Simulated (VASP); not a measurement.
The system is RbBr.

```
Rb Br
1.0
     0.00000    3.49421    3.49421
     3.49421    0.00000    3.49421
     3.49421    3.49421    0.00000
Rb Br
1 1
Cartesian
  0.0000 0.0000 0.0000
  3.4942 3.4942 3.4942
```

Base run:

```yaml
Program: VASP 6.6.1
Functional: r2SCAN
Potentials_or_basis: VASP PAW PBE potentials, release 64 (Rb_sv, Br)
Cutoff: 520 eV
k_mesh: 7 × 7 × 7
Occupations: fermi-dirac, width 0.05 eV
Spin: no spin polarisation
```

Its results: band gap on the k mesh 4.82 eV; pressure -0.3 GPa.

Q: The run is repeated on the same cell with these changes: functional from r2SCAN to PBE. What comes out?

A: Band gap on the k mesh 4.22 eV; pressure 0.2 GPa.

Caveats: an odd mesh through Γ misses points on the zone boundary, where band edges can lie; the PAW data sets were made with another functional, which shifts forces and pressure a little (at least some runs).
